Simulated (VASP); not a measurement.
# ZnS (F-43m) in VASP: notebook, part 2 of 2

VASP 6.6.1.

### 3 Vibrations by perturbation theory, PBE

INCAR

```
SYSTEM = ZnS
PREC     = Accurate       ! precision mode
ENCUT    = 520            ! plane-wave cutoff, eV
EDIFF    = 1E-8           ! SCF threshold, eV
ISMEAR   = 0              ! smearing method
SIGMA    = 0.01           ! smearing width, eV
LREAL    = .FALSE.        ! projectors in reciprocal space
LASPH    = .TRUE.         ! aspherical terms in the spheres
NELM     = 60             ! most SCF steps
ALGO     = Normal         ! electronic algorithm
ISIF     = 2              ! what is computed and relaxed
LWAVE    = .FALSE.        ! write WAVECAR
LCHARG   = .FALSE.        ! write CHGCAR
GGA      = PE             ! functional
NBANDS   = 16             ! bands
IBRION   = 8              ! ionic algorithm
NSW      = 1              ! ionic steps
LEPSILON = .TRUE.         ! dielectric tensor by DFPT
```

KPOINTS

```
regular mesh
0
G
  8 8 8
  0 0 0
```

POSCAR

```
ZnS
1.0
    0.0000000000      2.7217141319      2.7217141319
    2.7217141319      0.0000000000      2.7217141319
    2.7217141319      2.7217141319      0.0000000000
Zn S
1 1
Direct
    0.2500000000      0.2500000000      0.2500000000
    0.0000000000      0.0000000000      0.0000000000
```

Potentials or basis: VASP PAW PBE potentials, release 64 (Zn, S).

Command:

```bash
cat potpaw_PBE.64/Zn/POTCAR potpaw_PBE.64/S/POTCAR > POTCAR
mpirun -np 1 vasp_std > vasp.out
```

OUTCAR:

```text
SYSTEM = ZnS
   PREC = Accurate
   ENCUT = 520
   EDIFF = 1E-8
   ISMEAR = 0
   LREAL = .FALSE.
   LASPH = .TRUE.
   NELM = 60
   ISIF = 2
   GGA = PE
   IBRION = 8
   NSW = 1
   LEPSILON = .TRUE.

 ion  position               nearest neighbor table
   1  0.250  0.250  0.250-   2 2.36   2 2.36   2 2.36   2 2.36
   2  0.000  0.000  0.000-   1 2.36   1 2.36   1 2.36   1 2.36

  LATTYP: Found a face centered cubic cell.
 ALAT       =     5.4434282638

  Lattice vectors:

 A1 = (   0.0000000000,   2.7217141319,   2.7217141319)
 A2 = (   2.7217141319,   0.0000000000,   2.7217141319)
 A3 = (   2.7217141319,   2.7217141319,   0.0000000000)

Analysis of symmetry for initial positions (statically):
=====================================================================
 Subroutine PRICEL returns:
 Original cell was already a primitive cell.

 Routine SETGRP: Setting up the symmetry group for a
 face centered cubic supercell.

 Subroutine GETGRP returns: Found 24 space group operations
 (whereof 24 operations were pure point group operations)
 out of a pool of 48 trial point group operations.

The static configuration has the point symmetry T_d .

Analysis of symmetry for dynamics (positions and initial velocities):
=====================================================================
 Subroutine PRICEL returns:
 Original cell was already a primitive cell.

 Routine SETGRP: Setting up the symmetry group for a
 face centered cubic supercell.

 Subroutine GETGRP returns: Found 24 space group operations
 (whereof 24 operations were pure point group operations)
 out of a pool of 48 trial point group operations.

The dynamic configuration has the point symmetry T_d .

 Subroutine INISYM returns: Found 24 space group operations
 (whereof 24 operations are pure point group operations),
 and found     1 'primitive' translations

----------------------------------------------------------------------------------------

                                     Primitive cell

  volume of cell :      40.3234

  direct lattice vectors                    reciprocal lattice vectors
     0.000000000  2.721714132  2.721714132    -0.183707758  0.183707758  0.183707758
     2.721714132  0.000000000  2.721714132     0.183707758 -0.183707758  0.183707758
     2.721714132  2.721714132  0.000000000     0.183707758  0.183707758 -0.183707758

  length of vectors
     3.849085038  3.849085038  3.849085038     0.318191170  0.318191170  0.318191170

  position of ions in fractional coordinates (direct lattice)
     0.250000000  0.250000000  0.250000000
     0.000000000  0.000000000  0.000000000

[... 645 lines left out ...]
 -----------------------------------------------------------------------------
    -0.00024  0.68448  0.00000
     0.68448 -0.00024  0.00000
     0.00000  0.00000 -0.00009

--------------------------------------- Ionic step        4  -------------------------------------------

------------------------ aborting loop because EDIFF is reached ----------------------------------------

[... ionic steps 5 to 6 ...]

--------------------------------------- Ionic step        7  -------------------------------------------

 Free energy of the ion-electron system (eV)
  ---------------------------------------------------
  ---------------------------------------------------
  free energy    TOTEN  =        -0.10585428 eV

  energy without entropy =       -0.10585428

------------------------ aborting loop because EDIFF is reached ----------------------------------------

 INTERNAL STRAIN TENSOR  FOR ION    2  DIRECTION 1   (eV/Angst):
 -----------------------------------------------------------------------------
    -0.01738  0.00000  0.00000
     0.00000  0.01514  4.80899
     0.00000  4.80899  0.01514

 MACROSCOPIC STATIC DIELECTRIC TENSOR (including local field effects in DFT)
 ------------------------------------------------------
           6.022597     0.000000    -0.000000
          -0.000000     6.022597     0.000000
           0.000000    -0.000000     6.022597
 ------------------------------------------------------

 PIEZOELECTRIC TENSOR (including local field effects)  for field in x, y, z        (e  Angst)
          XX          YY          ZZ          XY          YZ          ZX
  --------------------------------------------------------------------------------
  x    -0.00000    -0.00000    -0.00000     0.00000     1.73711     0.00000
  y    -0.00000     0.00000     0.00000     0.00000     0.00000     1.73711
  z    -0.00000    -0.00000     0.00000     1.73711     0.00000     0.00000

 PIEZOELECTRIC TENSOR (including local field effects)  for field in x, y, z        (C/m^2)
          XX          YY          ZZ          XY          YZ          ZX
  --------------------------------------------------------------------------------
  x    -0.00000    -0.00000    -0.00000     0.00000     0.69021     0.00000
  y    -0.00000     0.00000     0.00000     0.00000     0.00000     0.69021
  z    -0.00000    -0.00000     0.00000     0.69021     0.00000     0.00000

 BORN EFFECTIVE CHARGES (including local field effects) (in |e|, cummulative output)
 ---------------------------------------------------------------------------------
 ion    1
    1     2.04478     0.00000    -0.00000
    2     0.00000     2.04478     0.00000
    3    -0.00000     0.00000     2.04478
 ion    2
    1    -2.04478     0.00000     0.00000
    2     0.00000    -2.04478    -0.00000
    3     0.00000    -0.00000    -2.04478

 INTERNAL STRAIN TENSOR FOR ION    2 for displacements in x,y,z  (eV/Angst):
          X           Y           Z          XY          YZ          ZX
  --------------------------------------------------------------------------------
  x     0.00000     0.00000     0.00000     0.00000     4.80899     0.00000
  y     0.00000     0.00000     0.00000     0.00000     0.00000     4.80899
  z     0.00000     0.00000     0.00000     4.80899     0.00000     0.00000

 SECOND DERIVATIVES (NOT SYMMETRIZED)
 ------------------------------------
               1X          1Y          1Z          2X          2Y          2Z
  1X    -5.397853    0.000000    0.000000    5.397853    0.000000    0.000000
  1Y     0.000000   -5.397853    0.000000    0.000000    5.397853    0.000000
  1Z     0.000000    0.000000   -5.397853    0.000000    0.000000    5.397853
  2X     5.389792    0.000000    0.000000   -5.389792    0.000000    0.000000
  2Y     0.000000    5.389792    0.000000    0.000000   -5.389792    0.000000
  2Z     0.000000    0.000000    5.389792    0.000000    0.000000   -5.389792

 Eigenvectors and eigenvalues of the dynamical matrix
 ----------------------------------------------------

   1 f  =    7.826540 THz    49.175603 2PiTHz  261.065282 cm-1    32.367955 meV
             X         Y         Z           dx          dy          dz
      1.360857  1.360857  1.360857     0.000000    0.573899    0.000000
      0.000000  0.000000  0.000000     0.000000   -0.818926    0.000000
[... 21 lines left out ...]
   6 f/i=    0.002748 THz     0.017269 2PiTHz    0.091677 cm-1     0.011366 meV
             X         Y         Z           dx          dy          dz
      1.360857  1.360857  1.360857     0.000000    0.000000    0.818926
      0.000000  0.000000  0.000000     0.000000    0.000000    0.573899

--------------------------------------------------------------------------------------------------------

 MACROSCOPIC STATIC DIELECTRIC TENSOR IONIC CONTRIBUTION
 ------------------------------------------------------
           3.478619    -0.000000    -0.000000
          -0.000000     3.478619     0.000000
          -0.000000     0.000000     3.478619
 ------------------------------------------------------

 ELASTIC MODULI CONTR FROM IONIC RELAXATION (kBar)
 Direction    XX          YY          ZZ          XY          YZ          ZX
 --------------------------------------------------------------------------------
 XX          -0.0000     -0.0000     -0.0000     -0.0000      0.0000      0.0000
 YY          -0.0000     -0.0000     -0.0000     -0.0000     -0.0000      0.0000
 ZZ          -0.0000     -0.0000     -0.0000      0.0000     -0.0000      0.0000
 XY          -0.0000     -0.0000      0.0000   -170.3504      0.0000      0.0000
 YZ           0.0000     -0.0000     -0.0000      0.0000   -170.3504      0.0000
 ZX           0.0000      0.0000      0.0000      0.0000      0.0000   -170.3504
 --------------------------------------------------------------------------------

 PIEZOELECTRIC TENSOR IONIC CONTR  for field in x, y, z        (C/m^2)
          XX          YY          ZZ          XY          YZ          ZX
  --------------------------------------------------------------------------------
  x     0.00000    -0.00000    -0.00000     0.00000    -0.72435     0.00000
  y     0.00000    -0.00000     0.00000    -0.00000     0.00000    -0.72435
  z    -0.00000    -0.00000     0.00000    -0.72435     0.00000    -0.00000
```

It took 5.8 min on 1 thread of Intel Xeon Platinum 8559C (Emerald Rapids), shared host; peak memory 0.3 GiB.

What came out:

```
Electronic dielectric tensor (diagonal)                 : 6.02
Born charges (mean of the diagonal)                     : Zn +2.04; S -2.04 e
Highest phonon frequency at Γ, LO-TO splitting left out : 261 cm⁻¹
```

Phonon frequencies in cm⁻¹ (negative: imaginary):
```tsv
q point	frequencies
(0.000, 0.000, 0.000)	0 0 0 261 261 261
```

Electronic dielectric tensor:
```
6.02 0.00 0.00
0.00 6.02 0.00
0.00 0.00 6.02
```

Born effective charge tensors (e):
atom 1, Zn
```
2.04 0.00 0.00
0.00 2.04 0.00
0.00 0.00 2.04
```
atom 2, S
```
-2.04  0.00  0.00
 0.00 -2.04  0.00
 0.00  0.00 -2.04
```
